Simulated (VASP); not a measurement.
Input of a VASP 6.6.1 run:

INCAR

```
ALGO     = Normal         # electronic algorithm
EDIFF    = 1E-6           # SCF threshold, eV
ENCUT    = 500            # plane-wave cutoff, eV
GGA      = PE             # functional
GGA_COMPAT= False        
ISIF     = 2              # what is computed and relaxed
ISMEAR   = -1             # smearing method
LASPH    = True           # aspherical terms in the spheres
LCHARG   = False          # write CHGCAR
LREAL    = False          # projectors in reciprocal space
LWAVE    = False          # write WAVECAR
NBANDS   = 13             # bands
NELM     = 120            # most SCF steps
PREC     = Accurate       # precision mode
SIGMA    = 0.08           # smearing width, eV
```

The input KPOINTS:

```
k-points
0
Gamma
  16 16 16
```

Contents of POSCAR:

```
Mo
1.0
    2.3602734651      0.0000000000      0.0000000000
    0.0000000000      2.3602734651      0.0000000000
    0.0000000000      0.0000000000      2.3602734651
Mo
1
Direct
    0.0000000000      0.0000000000      0.0000000000
```

Potentials or basis: VASP PAW PBE potentials, release 64 (Mo_sv).

Command:

```bash
$ cat potpaw_PBE.64/Mo_sv/POTCAR > POTCAR
$ mpirun -np 1 vasp_std > vasp.out
```

Q: Estimate the band gap on the k mesh.

A: Zero (bands 7 and 8 overlap by 3.00 eV).

Q: What does it give for the pressure?

A: 102.2 GPa.

Caveat: the cell stands under pressure.
